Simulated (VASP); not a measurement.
Wanted: the native input for a VASP 6.6.1 run.

```yaml
Task: single point
Functional: PBE
Dispersion: D3(BJ)
Potentials_or_basis: VASP PAW PBE potentials, release 64 (Ga_d, Sb)
Cutoff: 520 eV
k_mesh: 14 × 14 × 14
Occupations: gaussian, width 0.1 eV
Spin: no spin polarisation
Dipole_correction: no
Further_INCAR_settings: ALGO = Fast; EDIFF = 1e-06; NBANDS = 30
```

The structure of Ga3Sb lies in POSCAR:

```
Ga3Sb
1.0
   -2.1898687414      2.1898687414      3.9599819303
    2.1898687414     -2.1898687414      3.9599819303
    2.1898687414      2.1898687414     -3.9599819303
Ga Sb
3 1
Direct
    0.7500000000      0.2500000000      0.5000000000
    0.2500000000      0.7500000000      0.5000000000
    0.5000000000      0.5000000000      0.0000000000
    0.0000000000      0.0000000000      0.0000000000
```

These files were run (other wordings do the same):

INCAR

```
PREC     = Accurate       # precision mode
ENCUT    = 520            # plane-wave cutoff, eV
EDIFF    = 1E-6           # SCF threshold, eV
ISMEAR   = 0              # smearing method
SIGMA    = 0.1            # smearing width, eV
LREAL    = False          # projectors in reciprocal space
LASPH    = True           # aspherical terms in the spheres
NELM     = 60             # most SCF steps
ALGO     = Fast           # electronic algorithm
ISIF     = 2              # what is computed and relaxed
LWAVE    = False          # write WAVECAR
LCHARG   = False          # write CHGCAR
GGA      = PE             # functional
IVDW     = 12             # dispersion correction
NBANDS   = 30             # bands
```

KPOINTS

```
regular mesh
0
Gamma
  14 14 14
```

Potentials or basis: VASP PAW PBE potentials, release 64 (Ga_d, Sb).

Run with:

```console
$ cat potpaw_PBE.64/Ga_d/POTCAR potpaw_PBE.64/Sb/POTCAR > POTCAR
$ mpirun -np 1 vasp_std > vasp.out
```

Results of the run:

* Pressure: 6.1 GPa
* Band gap on the k mesh: zero (bands 22 and 23 overlap by 5.01 eV)
* Dispersion energy per atom: -0.394 eV

Caveat: the cell stands under pressure; spin-orbit coupling is left out, which moves the levels of the heavy elements.

It took 4.4 min on 1 thread of Intel(R) Xeon(R) 6975P-C (Granite Rapids), with other jobs on the host, peak memory 0.59 GiB.
